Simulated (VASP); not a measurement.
Input of a VASP 6.6.1 run:

File INCAR:

```
SYSTEM = Ta
  ALGO = Normal
  EDIFF = 1E-6
  ENCUT = 520
  GGA = CA
  ISIF = 2
  ISMEAR = 1
  LASPH = .TRUE.
  LCHARG = .FALSE.
  LREAL = .FALSE.
  LWAVE = .FALSE.
  NBANDS = 18
  NELM = 80
  PREC = Accurate
  SIGMA = 0.1
```

Contents of KPOINTS:

```
k-points
0
G
  11 11 6
  0 0 0
```

File POSCAR:

```
Ta
1.0
    3.0120329006      0.0000000000      0.0000000000
   -1.5060164503      2.6084971830      0.0000000000
    0.0000000000      0.0000000000      5.3651694547
Ta
2
Direct
    0.6666666667      0.3333333333      0.7500000000
    0.3333333333      0.6666666667      0.2500000000
```

Potentials or basis: VASP PAW LDA potentials, release 64 (Ta_pv).

Run with:

```console
$ cat potpaw_LDA.64/Ta_pv/POTCAR > POTCAR
$ mpirun -np 1 vasp_std > vasp.out
```

(1) Predict the pressure.

(2) What does it give for the band gap on the k mesh?

## Answers

(1) -26.3 GPa.

(2) zero (band 11 reaches 5.69 eV, above the bottom of band 12 at 3.92 eV).

Caveat: spin-orbit coupling is left out, which moves the levels of the heavy elements.
